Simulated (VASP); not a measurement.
**Zn: single point with LDA**

Zn:

```
CELL_PARAMETERS angstrom
0.00000 2.20312 2.20312
2.20312 0.00000 2.20312
2.20312 2.20312 0.00000
ATOMIC_POSITIONS crystal
Zn 0.87500 0.87500 0.87500
Zn 0.12500 0.12500 0.12500
```

This isn't the form of Zn at room conditions, which is hcp.

```json
{
 "Program": "VASP 6.6.1",
 "Task": "single point",
 "Functional": "LDA",
 "Potentials or basis": "VASP PAW LDA potentials, release 64 (Zn)",
 "Cutoff": "520 eV",
 "k mesh": "13 × 13 × 13",
 "Occupations": "fermi-dirac, width 0.1 eV",
 "Spin": "no spin polarisation"
}
```

```
Pressure               : 163.2 GPa
Band gap on the k mesh : zero (bands 12 and 13 overlap by 13.24 eV)
```

Levels at points of the mesh, in eV from the Fermi level:
| k point | band 10 | band 11 | band 12 | band 13 | band 14 | band 15 |
| --- | --- | --- | --- | --- | --- | --- |
| (0.00, 0.00, 0.00) | -7.75 | -7.75 | 10.77 | 10.77 | 10.77 | 11.32 |

Run time: 24 s on 1 thread of Intel Xeon 8259CL, with other jobs on the host, peak memory 0.14 GiB.

Caveat: the cell stands under pressure.
